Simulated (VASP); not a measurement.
# CuI (F-43m) in VASP: a series of runs, part 2 of 2

VASP 6.6.1.

**4. Elastic constants, PBEsol**

This run uses another cell than the first one, of 25.26 Å³/atom.

INCAR reads:

```
SYSTEM = CuI
ALGO = Normal
EDIFF = 1E-8
ENCUT = 600
GGA = PS
IBRION = 6
ISIF = 3
ISMEAR = 0
LASPH = .TRUE.
LCHARG = .FALSE.
LREAL = .FALSE.
LWAVE = .FALSE.
NELM = 60
NFREE = 2
NSW = 1
POTIM = 0.015
PREC = Accurate
SIGMA = 0.01
```

KPOINTS reads:

```
k-points
0
G
  6 6 6
  0 0 0
```

POSCAR reads:

```
CuI
1.0
    0.0000000000      2.9340139280      2.9340139280
    2.9340139280      0.0000000000      2.9340139280
    2.9340139280      2.9340139280      0.0000000000
Cu I
1 1
Direct
    0.7500000000      0.7500000000      0.7500000000
    0.0000000000      0.0000000000      0.0000000000
```

Potentials or basis: VASP PAW PBE potentials, release 64 (Cu, I).

Command:

```console
$ cat potpaw_PBE.64/Cu/POTCAR potpaw_PBE.64/I/POTCAR > POTCAR
$ mpirun -np 1 vasp_std > vasp.out
```

OUTCAR:

```text
SYSTEM = CuI
   EDIFF = 1E-8
   ENCUT = 600
   GGA = PS
   IBRION = 6
   ISIF = 3
   ISMEAR = 0
   LASPH = .TRUE.
   LREAL = .FALSE.
   NELM = 60
   NFREE = 2
   NSW = 1
   POTIM = 0.015
   PREC = Accurate

 ion  position               nearest neighbor table
   1  0.750  0.750  0.750-   2 2.54   2 2.54   2 2.54   2 2.54
   2  0.000  0.000  0.000-   1 2.54   1 2.54   1 2.54   1 2.54

  LATTYP: Found a face centered cubic cell.
 ALAT       =     5.8680278560

  Lattice vectors:

 A1 = (   0.0000000000,   2.9340139280,   2.9340139280)
 A2 = (   2.9340139280,   0.0000000000,   2.9340139280)
 A3 = (   2.9340139280,   2.9340139280,   0.0000000000)
[... 799 lines left out ...]
          X           Y           Z          XY          YZ          ZX
  --------------------------------------------------------------------------------
  x     0.00000     0.00000     0.00000     0.00000     5.79574     0.00000
  y    -0.00000     0.00000    -0.00000     0.00000     0.00000     5.79574
  z     0.00000     0.00000     0.00000     5.79574     0.00000     0.00000

 INTERNAL STRAIN TENSOR FOR ION    2 for displacements in x,y,z  (eV/Angst):
          X           Y           Z          XY          YZ          ZX
  --------------------------------------------------------------------------------
  x    -0.00000     0.00000     0.00000     0.00000    -5.79035     0.00000
  y    -0.00000     0.00000    -0.00000     0.00000     0.00000    -5.79035
  z     0.00000     0.00000    -0.00000    -5.79035     0.00000     0.00000

 Eigenvectors and eigenvalues of the dynamical matrix
 ----------------------------------------------------

   1 f  =    4.772639 THz    29.987375 2PiTHz  159.198101 cm-1    19.738040 meV
             X         Y         Z           dx          dy          dz
      4.401021  4.401021  4.401021     0.000000    0.816392    0.000000
      0.000000  0.000000  0.000000     0.000000   -0.577499    0.000000
[... 21 lines left out ...]
   6 f/i=    0.000798 THz     0.005015 2PiTHz    0.026623 cm-1     0.003301 meV
             X         Y         Z           dx          dy          dz
      4.401021  4.401021  4.401021    -0.471661    0.329004    0.052886
      0.000000  0.000000  0.000000    -0.666772    0.465103    0.074764

--------------------------------------------------------------------------------------------------------

 ELASTIC MODULI CONTR FROM IONIC RELAXATION (kBar)
 Direction    XX          YY          ZZ          XY          YZ          ZX
 --------------------------------------------------------------------------------
 XX          -0.0000     -0.0000     -0.0000     -0.0000     -0.0000      0.0000
 YY          -0.0000     -0.0000     -0.0000     -0.0000     -0.0000      0.0000
 ZZ          -0.0000     -0.0000     -0.0000     -0.0000     -0.0000      0.0000
 XY          -0.0000     -0.0000     -0.0000   -269.7498      0.0000      0.0000
 YZ          -0.0000     -0.0000     -0.0000      0.0000   -269.7498      0.0000
 ZX           0.0000      0.0000      0.0000      0.0000      0.0000   -269.7498
 --------------------------------------------------------------------------------

 TOTAL ELASTIC MODULI (kBar)
 Direction    XX          YY          ZZ          XY          YZ          ZX
 --------------------------------------------------------------------------------
 XX         694.5774    515.7837    515.7837      0.0000     -0.0000     -0.0000
 YY         515.7837    694.5774    515.7837     -0.0000     -0.0000      0.0000
 ZZ         515.7837    515.7837    694.5774     -0.0000      0.0000      0.0000
 XY           0.0000     -0.0000     -0.0000    232.3268      0.0000      0.0000
 YZ          -0.0000     -0.0000      0.0000      0.0000    232.3268      0.0000
 ZX          -0.0000      0.0000      0.0000      0.0000      0.0000    232.3268
 --------------------------------------------------------------------------------
```

Wall time 6.4 min (1 thread of AMD EPYC 9R45 (Zen 5), shared host); peak memory 0.25 GiB.

What came out:

- Elastic constants C11, C12, C44: 69, 52, 23 GPa
- Voigt bulk modulus: 58 GPa
- Highest phonon frequency at Γ, LO-TO splitting left out: 159 cm⁻¹

Phonon frequencies in cm⁻¹ (negative: imaginary):
| q point | frequencies |
| --- | --- |
| (0.000, 0.000, 0.000) | 0 0 0 159 159 159 |

Elastic tensor in Voigt notation (GPa, in the Cartesian axes of the cell as first typed):
```
69 52 52  0  0  0
52 69 52  0  0  0
52 52 69  0  0  0
 0  0  0 23  0  0
 0  0  0  0 23  0
 0  0  0  0  0 23
```

Clamped-ion elastic tensor (GPa):
```
69 52 52  0  0  0
52 69 52  0  0  0
52 52 69  0  0  0
 0  0  0 50  0  0
 0  0  0  0 50  0
 0  0  0  0  0 50
```

Caveat: the cell is under stress, which shifts elastic constants; the PAW data sets were made with another functional, which shifts forces and pressure a little; spin-orbit coupling is left out, which moves the levels of the heavy elements.

**5. Elastic constants, PBEsol**

This run uses another cell than the first one, of 25.70 Å³/atom.

INCAR reads:

```
SYSTEM = CuI
  PREC = Accurate
  ENCUT = 600
  EDIFF = 1E-8
  ISMEAR = 0
  SIGMA = 0.01
  LREAL = .False.
  LASPH = .True.
  NELM = 100
  ALGO = Normal
  ISIF = 3
  LWAVE = .False.
  LCHARG = .False.
  GGA = PS
  IBRION = 6
  NFREE = 2
  POTIM = 0.015
  NSW = 1
```

KPOINTS reads:

```
Automatic mesh
0
Gamma
  6 6 6
  0 0 0
```

POSCAR reads:

```
CuI
1.0
    0.0000000000      2.9511667691      2.9511667691
    2.9511667691      0.0000000000      2.9511667691
    2.9511667691      2.9511667691      0.0000000000
Cu I
1 1
Direct
    0.7500000000      0.7500000000      0.7500000000
    0.0000000000      0.0000000000      0.0000000000
```

Command:

```console
$ cat potpaw_PBE.64/Cu/POTCAR potpaw_PBE.64/I/POTCAR > POTCAR
$ mpirun -np 1 vasp_std > vasp.out
```

It took 6.8 min on 1 thread of AMD EPYC 9R45 (Zen 5), shared host; peak memory 0.24 GiB.

It converged, with:

```
Elastic constants C11, C12, C44                         : 66, 47, 23 GPa
Voigt bulk modulus                                      : 53 GPa
Highest phonon frequency at Γ, LO-TO splitting left out : 152 cm⁻¹
```

Phonon frequencies in cm⁻¹ (negative: imaginary):
```csv
q point,frequencies
"(0.000, 0.000, 0.000)",0 0 0 152 152 152
```

Elastic tensor in Voigt notation (GPa, in the Cartesian axes of the cell as first typed):
```
66 47 47  0  0  0
47 66 47  0  0  0
47 47 66  0  0  0
 0  0  0 23  0  0
 0  0  0  0 23  0
 0  0  0  0  0 23
```

Clamped-ion elastic tensor (GPa):
```
66 47 47  0  0  0
47 66 47  0  0  0
47 47 66  0  0  0
 0  0  0 46  0  0
 0  0  0  0 46  0
 0  0  0  0  0 46
```

Caveat: the cell is under stress, which shifts elastic constants; the PAW data sets were made with another functional, which shifts forces and pressure a little; spin-orbit coupling is left out, which moves the levels of the heavy elements.
